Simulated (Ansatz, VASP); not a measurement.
One calculation of SnO, two programs

```
Sn O
1.0
     3.79259    0.00000    0.00000
     0.00000    3.79259    0.00000
     0.00000    0.00000    4.71080
Sn O
2 2
Direct
  0.00000 0.50000 0.24303
  0.50000 0.00000 0.75697
  0.50000 0.50000 0.00000
  0.00000 0.00000 0.00000
```

Change from the starting cell: uniaxial_z strain -1.0%.

Alike in both runs: task single point; functional r2SCAN; k mesh 6 × 6 × 6; occupations fermi-dirac, width 0.02 eV; no spin polarisation.

```csv
,VASP,Ansatz
version,VASP 6.6.1,Ansatz 0.2.0
potentials or method,"VASP PAW PBE potentials, release 64 (Sn_d, O_h)","plane waves, PAW"
plane-wave cutoff (eV),910,500
valence electrons in the cell,40,40
```

|  | VASP | Ansatz | Ansatz less VASP |
| --- | --- | --- | --- |
| rms of the force components (eV/Å) | 0.047 | 0.006 | -0.0408 |

VASP's potentials were made for PBE, not for r2SCAN. Atom by atom the forces differ by 0.054 eV/Å (rms over components). With one functional, cell and mesh, what is left measures potentials, basis and numerics.

Noted on VASP's run: the cutoff is short for stress, so the pressure is rough.
